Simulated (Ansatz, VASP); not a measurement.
**Two plane-wave programs on Ge**

```
CELL_PARAMETERS angstrom
0.02580 2.83431 2.83431
2.83431 0.02580 2.83431
2.83431 2.83431 0.02580
ATOMIC_POSITIONS crystal
Ge 0.00057 0.00057 0.00057
Ge 0.24943 0.24943 0.24943
```

Change from the starting cell: epitaxial_111 strain -1.0%.

Alike in both runs: task single point; functional PBE; k mesh 8 × 8 × 8; occupations fermi-dirac, width 0.02 eV; no spin polarisation.

```csv
,VASP,Ansatz
version,VASP 6.6.1,Ansatz 0.2.0
potentials or method,"VASP PAW PBE potentials, release 64 (Ge_d)","plane waves, PAW"
plane-wave cutoff (eV),520,420
valence electrons in the cell,28,28
```

Ansatz gave:

```
pressure (GPa)                                                : 4.2
traceless stress, the component that is largest in VASP (GPa) : -0.59
rms of the force components (eV/Å)                            : 0.009
```

What did VASP give for the same quantities?

Pressure (GPa): 4.2; traceless stress, the component that is largest in VASP (GPa): -0.59; rms of the force components (eV/Å): 0.008.

Atom by atom the forces differ by 0.001 eV/Å (rms over components).
